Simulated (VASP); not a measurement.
A run of VASP 6.6.1 is set up as follows.

Contents of INCAR:

```
ALGO = Normal
EDIFF = 1E-6
ENCUT = 520
GGA = PS
ISIF = 2
ISMEAR = 0
LASPH = True
LCHARG = True
LELF = True
LREAL = False
LVHAR = True
LWAVE = False
NBANDS = 17
NELM = 80
PREC = Accurate
SIGMA = 0.01
```

KPOINTS

```
k-points
0
Gamma
  10 10 10
```

POSCAR

```
SnTe
1.0
    0.0000000000      3.1648110513      3.1648110513
    3.1648110513      0.0000000000      3.1648110513
    3.1648110513      3.1648110513      0.0000000000
Te Sn
1 1
Direct
    0.5000000000      0.5000000000      0.5000000000
    0.0000000000      0.0000000000      0.0000000000
```

Potentials or basis: VASP PAW PBE potentials, release 64 (Te, Sn_d).

The run is started by

```console
$ cat potpaw_PBE.64/Te/POTCAR potpaw_PBE.64/Sn_d/POTCAR > POTCAR
$ mpirun -np 1 vasp_std > vasp.out
```

**Question.** What does it give for the band gap on the k mesh?

**Answer.** 0.10 eV, direct.

**Question.** Predict the pressure.

**Answer.** -0.9 GPa.

Caveat: the cell differs from its parent crystal (Pb replaced by Sn, lengths x 0.985, strained); the PAW data sets were made with another functional, which shifts forces and pressure a little; spin-orbit coupling is left out, which moves the levels of the heavy elements. A k mesh can miss the band edges.
